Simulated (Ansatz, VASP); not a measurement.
WSe2 in VASP and in Ansatz

INCAR

```
SYSTEM = WSe2
  ALGO = Normal
  EDIFF = 1E-6
  ENCUT = 520
  GGA = PE
  ISIF = 2
  ISMEAR = 0
  LASPH = .True.
  LCHARG = .False.
  LREAL = .False.
  LWAVE = .False.
  NBANDS = 64
  NELM = 60
  PREC = Accurate
  SIGMA = 0.05
```

The input KPOINTS:

```
k-points
0
Gamma
  12 12 1
  0 0 0
```

Contents of POSCAR:

```
WSe2
1.0
    3.3206779314      0.0000000000      0.0000000000
   -1.6603389657      2.8757914463      0.0000000000
    0.0000000000      0.0000000000     42.1624923318
W Se
4 8
Direct
    0.6666666667      0.3333333333      0.9017078408
    0.6666666667      0.3333333333      0.2946354236
    0.3333333333      0.6666666667      0.7053645764
    0.3333333333      0.6666666667      0.0982921592
    0.3333333333      0.6666666667      0.9449957770
    0.3333333333      0.6666666667      0.3379184716
    0.6666666667      0.3333333333      0.7486532095
    0.6666666667      0.3333333333      0.1415801562
    0.3333333333      0.6666666667      0.8584198438
    0.3333333333      0.6666666667      0.2513467905
    0.6666666667      0.3333333333      0.6620815284
    0.6666666667      0.3333333333      0.0550042230
```

Input for Ansatz:

```yaml
crystal:
  lattice:
    - [3.3206779314, 0.0, 0.0]
    - [-1.6603389657, 2.8757914463, 0.0]
    - [0.0, 0.0, 42.1624923318]
  atoms:
    - { symbol: W, position: [0.6666666667, 0.3333333333, 0.9017078408] }
    - { symbol: W, position: [0.6666666667, 0.3333333333, 0.2946354236] }
    - { symbol: W, position: [0.3333333333, 0.6666666667, 0.7053645764] }
    - { symbol: W, position: [0.3333333333, 0.6666666667, 0.0982921592] }
    - { symbol: Se, position: [0.3333333333, 0.6666666667, 0.944995777] }
    - { symbol: Se, position: [0.3333333333, 0.6666666667, 0.3379184716] }
    - { symbol: Se, position: [0.6666666667, 0.3333333333, 0.7486532095] }
    - { symbol: Se, position: [0.6666666667, 0.3333333333, 0.1415801562] }
    - { symbol: Se, position: [0.3333333333, 0.6666666667, 0.8584198438] }
    - { symbol: Se, position: [0.3333333333, 0.6666666667, 0.2513467905] }
    - { symbol: Se, position: [0.6666666667, 0.3333333333, 0.6620815284] }
    - { symbol: Se, position: [0.6666666667, 0.3333333333, 0.055004223] }
basis:
  ecutwfc: 420
kpoints:
  mp_grid: { grid: [12, 12, 1] }
hamiltonian:
  xc: pbe
scf:
  occupations: { method: gaussian, width: 0.05 }
output:
  forces: true
  stress: true
  eigenvalues: true
  write_density: true
  write_potential: true
  elf: true
  volumetric_format: npy
```

Change from the starting cell: strain +0.0875 x Voigt [0, 0, 1, 0, 0, 0], atoms carried along.

Alike in both runs: task single point; functional PBE; k mesh 12 × 12 × 1; occupations gaussian, width 0.05 eV; no spin polarisation.

```csv
,VASP,Ansatz
version,VASP 6.6.1,Ansatz 0.2.0
potentials or method,"VASP PAW PBE potentials, release 64 (W_sv, Se), cutoff 520 eV","scalar-relativistic, plane waves, PAW"
valence electrons in the cell,104,184
```

```tsv
	VASP	Ansatz	Ansatz less VASP
gap on the k mesh at the Fermi level (eV)	1.10	1.09	0.000
least direct gap on the mesh (eV)	1.77	1.77	0.000
rms of the force components (eV/Å)	0.949	0.962	+0.0127
```

Atom by atom the forces differ by 0.013 eV/Å (rms over components). The functional is the same, so the differences come from potentials, cutoffs and numerics. VASP's potentials hold 104 valence electrons a cell and Ansatz's 184, so a difference there can come from the potentials and not from the codes. Ansatz's warnings: xc potential rough in thin density.

Spin-orbit coupling is off throughout.
